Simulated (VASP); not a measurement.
# BeS (v.b) (F-43m) in VASP: single point with PBE

Aim: the single point of BeS (v.b) with PBE.

All numbers are computed with VASP 6.6.1; they aren't measurements. Logs are shortened: lines on timing, memory, paths and dates and some standing lists are left out, and cuts for length are marked.

### Step 1. The cell of the first run

The structure is cubic, space group F-43m (No. 216). The conventional cell has a = 4.876 Å, b = 4.876 Å, c = 4.876 Å, α = 90.00°, β = 90.00°, γ = 90.00°. Within 2.8 Å of Be (site symmetry -43m) lie 4 S at 2.11 Å. Within 2.8 Å of S (site symmetry -43m) lie 4 Be at 2.11 Å.

### Step 2. Single point, PBE

INCAR

```
PREC = Accurate
ENCUT = 600
EDIFF = 1E-6
ISMEAR = 0
SIGMA = 0.02
LREAL = False
LASPH = True
NELM = 120
ALGO = Normal
ISIF = 2
LWAVE = False
LCHARG = True
GGA = PE
LELF = True
LVHAR = True
NBANDS = 11
GGA_COMPAT = False
```

KPOINTS

```
regular mesh
0
Gamma
  8 8 8
```

POSCAR

```
BeS
1.0
    0.0000000000      2.4378857535      2.4378857535
    2.4378857535      0.0000000000      2.4378857535
    2.4378857535      2.4378857535      0.0000000000
Be S
1 1
Direct
    0.0000000000      0.0000000000      0.0000000000
    0.2500000000      0.2500000000      0.2500000000
```

Potentials or basis: VASP PAW PBE potentials, release 64 (Be, S).

Run with:

```console
$ cat potpaw_PBE.64/Be/POTCAR potpaw_PBE.64/S/POTCAR > POTCAR
$ mpirun -np 1 vasp_std > vasp.out
```

OUTCAR:

```text
PREC = Accurate
   ENCUT = 600
   EDIFF = 1E-6
   ISMEAR = 0
   LREAL = False
   LASPH = True
   NELM = 120
   ISIF = 2
   GGA = PE

 ion  position               nearest neighbor table
   1  0.000  0.000  0.000-   2 2.11   2 2.11   2 2.11   2 2.11
   2  0.250  0.250  0.250-   1 2.11   1 2.11   1 2.11   1 2.11

  LATTYP: Found a face centered cubic cell.
 ALAT       =     4.8757715070

  Lattice vectors:

 A1 = (   0.0000000000,   2.4378857535,   2.4378857535)
 A2 = (   2.4378857535,   0.0000000000,   2.4378857535)
 A3 = (   2.4378857535,   2.4378857535,   0.0000000000)

Analysis of symmetry for initial positions (statically):
=====================================================================
 Subroutine PRICEL returns:
 Original cell was already a primitive cell.

 Routine SETGRP: Setting up the symmetry group for a
 face centered cubic supercell.

 Subroutine GETGRP returns: Found 24 space group operations
 (whereof 24 operations were pure point group operations)
 out of a pool of 48 trial point group operations.

The static configuration has the point symmetry T_d .

Analysis of symmetry for dynamics (positions and initial velocities):
=====================================================================
 Subroutine PRICEL returns:
 Original cell was already a primitive cell.

 Routine SETGRP: Setting up the symmetry group for a
 face centered cubic supercell.

 Subroutine GETGRP returns: Found 24 space group operations
 (whereof 24 operations were pure point group operations)
 out of a pool of 48 trial point group operations.

The dynamic configuration has the point symmetry T_d .

 Subroutine INISYM returns: Found 24 space group operations
 (whereof 24 operations are pure point group operations),
 and found     1 'primitive' translations

----------------------------------------------------------------------------------------

                                     Primitive cell

  volume of cell :      28.9781

  direct lattice vectors                    reciprocal lattice vectors
     0.000000000  2.437885753  2.437885753    -0.205095747  0.205095747  0.205095747
     2.437885753  0.000000000  2.437885753     0.205095747 -0.205095747  0.205095747
     2.437885753  2.437885753  0.000000000     0.205095747  0.205095747 -0.205095747

  length of vectors
     3.447691096  3.447691096  3.447691096     0.355236254  0.355236254  0.355236254

  position of ions in fractional coordinates (direct lattice)
     0.000000000  0.000000000  0.000000000
     0.250000000  0.250000000  0.250000000

  ion indices of the primitive-cell ions
   primitive index   ion index
                 1           1
                 2           2

----------------------------------------------------------------------------------------

 KPOINTS: regular mesh

Automatic generation of k-mesh.
 Grid dimensions read from file:
 generate k-points for:    8    8    8

 Generating k-lattice:

  Cartesian coordinates                     Fractional coordinates (reciprocal lattice)
    -0.025636968  0.025636968  0.025636968     0.125000000  0.000000000  0.000000000
     0.025636968 -0.025636968  0.025636968     0.000000000  0.125000000  0.000000000
     0.025636968  0.025636968 -0.025636968     0.000000000  0.000000000  0.125000000

  Length of vectors
     0.044404532  0.044404532  0.044404532

  Shift w.r.t. Gamma in fractional coordinates (k-lattice)
     0.000000000  0.000000000  0.000000000

 Subroutine IBZKPT returns following result:
 ===========================================

 Found     29 irreducible k-points:

 Following reciprocal coordinates:
            Coordinates               Weight
  0.000000  0.000000  0.000000      1.000000
  0.125000  0.000000  0.000000      8.000000
  0.250000  0.000000  0.000000      8.000000
  0.375000  0.000000  0.000000      8.000000
  0.500000  0.000000  0.000000      4.000000
  0.125000  0.125000  0.000000      6.000000
[... 16 lines left out ...]
  0.500000  0.250000  0.125000     48.000000
 -0.375000  0.250000  0.125000     24.000000
 [... further k-points ...]
   k-points           NKPTS =     29   k-points in BZ     NKDIM =     29   number of bands    NBANDS=     11
   number of dos      NEDOS =    301   number of ions     NIONS =      2
   total plane-waves  NPLWV =  21952
   dimension x,y,z NGX =    28 NGY =   28 NGZ =   28
   dimension x,y,z NGXF=    56 NGYF=   56 NGZF=   56
   ions per type =               1   1
   NGX,Y,Z   is equivalent  to a cutoff of  13.50, 13.50, 13.50 a.u.
   NGXF,Y,Z  is equivalent  to a cutoff of  27.00, 27.00, 27.00 a.u.
 SYSTEM =  unknown system
   PREC   = accura    normal or accurate (medium, high low for compatibility)
   ISTART =      0    job   : 0-new  1-cont  2-samecut
   ICHARG =      2    charge: 1-file 2-atom 10-const
   ISPIN  =      1    spin polarized calculation?
   LNONCOLLINEAR =      F non collinear calculations
   LSORBIT =      F    spin-orbit coupling
   LASPH  =      T    aspherical Exc in radial PAW
   ENCUT  =  600.0 eV  44.10 Ry    6.64 a.u.   6.89  6.89  6.89*2*pi/ulx,y,z
   NELM   =    120;   NELMIN=  2; NELMDL= -5     # of ELM steps
   EDIFF  = 0.1E-05   stopping-criterion for ELM
   LREAL  =      F    real-space projection
   EDIFFG = 0.1E-04   stopping-criterion for IOM
   NSW    =      0    number of steps for IOM
   IBRION =     -1    ionic relax: 0-MD 1-quasi-New 2-CG
   NFREE  =      0    steps in history (QN), initial steepest desc. (CG)
   ISIF   =      2    stress and relaxation
   ISYM   =      2    0-nonsym 1-usesym 2-fastsym
   POTIM  = 0.5000    time-step for ionic-motion
   TEBEG  =    0.0;   TEEND  =   0.0 temperature during run
   PSTRESS=    0.0 pullay stress
   NELECT =       8.0000    total number of electrons
   NUPDOWN=      -1.0000    fix difference up-down
   EMIN   =  10.00;   EMAX   =-10.00  energy-range for DOS
   EFERMI =   0.00;   METHOD = LEGACY
   ISMEAR =     0;   SIGMA  =   0.02  broadening in eV -4-tet -1-fermi 0-gaus
   EFERMI_NEDOS =   21; number of points for ismear=-14 and -15
   IALGO  =     38    algorithm
   IMIX   =      4    mixing-type and parameters
     AMIX     =   0.40;   BMIX     =  1.00
     AMIX_MAG =   1.60;   BMIX_MAG =  1.00
  volume/ion in A,a.u.               =      14.49        97.78
  Fermi-wavevector in a.u.,A,eV,Ry     =   1.065978  2.014406 15.460417  1.136309
  Thomas-Fermi vector in A             =   2.201547
   LORBIT       =      0    0 simple, 1 ext, 2 COOP (PROOUT), +10 PAW based schemes
   GGA     = PE    functional components
   LHFCALC =     F    Hartree Fock is set to
   AEXX    =    0.0000 exact exchange contribution
   IVDW    =     0    specifies the selected vdW correction
   LEPSILON=     F    determine dielectric tensor
   LRPA    =     F    only Hartree local field effects (RPA)
 non-spin polarized calculation
 Gauss-broadening in eV      SIGMA  =   0.02
  energy-cutoff  :      600.00
  volume of cell :       28.98
 maximum number of plane-waves:       982
   NGX = 13   NGY = 13   NGZ = 13

 number of electron       7.9999999 magnetization

 Free energy of the ion-electron system (eV)
  ---------------------------------------------------
  ext. energy  EPLUGINS =         0.00000000
  ---------------------------------------------------
  free energy    TOTEN  =       -10.01354618 eV

  energy without entropy =      -10.01354618  energy(sigma->0) =      -10.01354618

 E-fermi :   4.1832     XC(G=0):  -9.6650

 val. band max:        4.0114163114   @ k =   0.0000   0.0000   0.0000
 cond. band min:       7.1574495597   @ k =   0.5000   0.5000   0.0000
 fundamental gap:      3.1460332483
 Fermi energy:         4.1831982905

 k-point     1 :       0.0000    0.0000    0.0000
  band No.  band energies     occupation
      1      -9.5751      2.00000
      2       4.0114      2.00000
      3       4.0114      2.00000
      4       4.0114      2.00000
      5       9.6872      0.00000
      6       9.6872      0.00000
      7       9.6872      0.00000
      8       9.7636      0.00000
      9      16.7938      0.00000
     10      16.7938      0.00000
     11      18.7610      0.00000

 k-point     2 :       0.1250    0.0000    0.0000
  band No.  band energies     occupation
      1      -9.4016      2.00000
      2       2.8287      2.00000
      3       3.8172      2.00000
      4       3.8172      2.00000
      5       9.5804      0.00000
      6      10.0363      0.00000
      7      10.0363      0.00000
      8      11.0673      0.00000
      9      16.1140      0.00000
     10      16.1140      0.00000
     11      18.6411      0.00000

 k-point     3 :       0.2500    0.0000    0.0000
  band No.  band energies     occupation
      1      -8.9243      2.00000
      2       0.7591      2.00000
      3       3.4284      2.00000
      4       3.4284      2.00000
      5       9.5199      0.00000
      6      10.5745      0.00000
      7      10.5745      0.00000
      8      13.1647      0.00000
      9      15.8751      0.00000
     10      15.8751      0.00000
     11      18.1961      0.00000

 k-point     4 :       0.3750    0.0000    0.0000
  band No.  band energies     occupation
      1      -8.3207      2.00000
      2      -0.9682      2.00000
      3       3.1140      2.00000
      4       3.1140      2.00000
      5       9.4592      0.00000
      6      10.6479      0.00000
      7      10.6479      0.00000
      8      14.6987      0.00000
      9      17.2035      0.00000
     10      17.2035      0.00000
     11      18.3234      0.00000
[... 239 lines left out ...]
 k-point    22 :       0.3750    0.2500    0.1250
  band No.  band energies     occupation
      1      -8.5350      2.00000
      2       0.5254      2.00000
      3       1.9119      2.00000
      4       2.9157      2.00000
      5       9.5364      0.00000
      6      11.2606      0.00000
      7      11.4908      0.00000
      8      12.5235      0.00000
      9      15.5509      0.00000
     10      18.3507      0.00000
     11      19.8518      0.00000

 k-point    23 :       0.5000    0.2500    0.1250
  band No.  band energies     occupation
      1      -8.0052      2.00000
      2      -0.6084      2.00000
      3       1.3817      2.00000
      4       2.4545      2.00000
      5      10.0067      0.00000
      6      10.8105      0.00000
      7      12.4199      0.00000
      8      13.2501      0.00000
      9      16.5671      0.00000
     10      18.3177      0.00000
     11      20.3659      0.00000

 k-point    24 :      -0.3750    0.2500    0.1250
  band No.  band energies     occupation
      1      -7.7403      2.00000
      2      -1.1485      2.00000
      3       1.2861      2.00000
      4       2.2146      2.00000
      5      10.1182      0.00000
      6      10.5622      0.00000
      7      13.0759      0.00000
      8      14.4567      0.00000
      9      15.4029      0.00000
     10      19.2416      0.00000
     11      19.8658      0.00000

 [... further k-points ...]

------------------------ aborting loop because EDIFF is reached ----------------------------------------

  FORCE on cell =-STRESS in cart. coord.  units (eV):
  Direction    XX          YY          ZZ          XY          YZ          ZX
  --------------------------------------------------------------------------------------
  -------------------------------------------------------------------------------------
  Total        0.0116933      0.0116933      0.0116933      0.0000000      0.0000000     -0.0000000
  in kB        0.6465125      0.6465125      0.6465125      0.0000000      0.0000000     -0.0000000
  external PRESSURE =       0.6465125 kB  Pullay stress =       0.0000000 kB

 VOLUME and BASIS-vectors are now :
 -----------------------------------------------------------------------------
  energy-cutoff  :      600.00
  volume of cell :       28.98
      direct lattice vectors                 reciprocal lattice vectors
     0.000000000  2.437885753  2.437885753    -0.205095747  0.205095747  0.205095747
     2.437885753  0.000000000  2.437885753     0.205095747 -0.205095747  0.205095747
     2.437885753  2.437885753  0.000000000     0.205095747  0.205095747 -0.205095747

 POSITION                                       TOTAL-FORCE (eV/Angst)
 -----------------------------------------------------------------------------------
      0.00000      0.00000      0.00000        -0.000000     -0.000000     -0.000000
      1.21894      1.21894      1.21894         0.000000      0.000000      0.000000
 -----------------------------------------------------------------------------------
    total drift:                               -0.000000     -0.000000     -0.000000

  FREE ENERGIE OF THE ION-ELECTRON SYSTEM (eV)
  ---------------------------------------------------
  free  energy   TOTEN  =       -10.0135461839 eV

  energy  without entropy=      -10.0135461839  energy(sigma->0) =      -10.01354618
```

Run time: 18 s. Hardware: 1 thread of Intel Xeon 6975P-C, shared host; peak memory 0.15 GiB.

Results:

* Free energy: -10.0135 eV
* Pressure: 0.1 GPa
* Band gap on the k mesh: 3.15 eV, indirect (least direct gap 5.68 eV)
